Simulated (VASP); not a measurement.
Crystal: Sn2Ge.

```
CELL_PARAMETERS angstrom
0.00000 2.51157 6.71179
2.23726 0.00000 6.71179
2.23726 2.51157 0.00000
ATOMIC_POSITIONS crystal
Sn 0.83333 0.83333 0.16667
Sn 0.16667 0.16667 0.83333
Ge 0.50000 0.50000 0.50000
```

```yaml
Program: VASP 6.6.1
Task: relaxation of cell and atoms
Functional: PBE
Potentials_or_basis: VASP PAW PBE potentials, release 64 (Sn_d, Ge_d)
Cutoff: 600 eV
k_mesh: 6 × 6 × 6
Occupations: gaussian, width 0.1 eV
Spin: no spin polarisation
```

At the start: pressure 0.6 GPa; volume 25.14 Å³/atom.

Question: How do energy, volume and symmetry change on relaxing?

Answer: Over 12 steps the energy falls by 59.5 meV/atom and the volume is 25.12 Å³/atom (-0.1 %); space group Fmmm (No. 69, to 0.1 Å) before and after.

The path:
```
step  energy change (eV)  largest force (eV/Å)  pressure (GPa)  volume (Å³)
   1              0.0000                0.7240            0.60        75.43
   2             -0.0719                0.5664           -0.45        76.44
   3             -0.1352                0.1979           -2.36        78.97
   4             -0.1382                0.2728           -2.09        78.46
   5             -0.1685                0.0585            0.41        74.68
   6             -0.1696                0.0922           -0.03        75.25
   7             -0.1760                0.0593            0.12        75.04
   8             -0.1771                0.0439            0.22        74.92
   9             -0.1771                0.0427            0.23        74.91
  10             -0.1778                0.0377           -0.12        75.40
  11             -0.1779                0.0365           -0.13        75.47
  12             -0.1785                0.0232           -0.07        75.37
```

Final structure:
```xyz
3
Lattice="0.0000 2.6028 6.3819 2.2688 0.0000 6.3819 2.2688 2.6028 0.0000" Properties=species:S:1:pos:R:3 pbc="T T T"
Sn    2.2688    2.6028   10.7969
Sn    2.2688    2.6028    1.9669
Ge    2.2688    2.6028    6.3819
```

Caveat: the highest band is partly filled, so the run has too few bands.
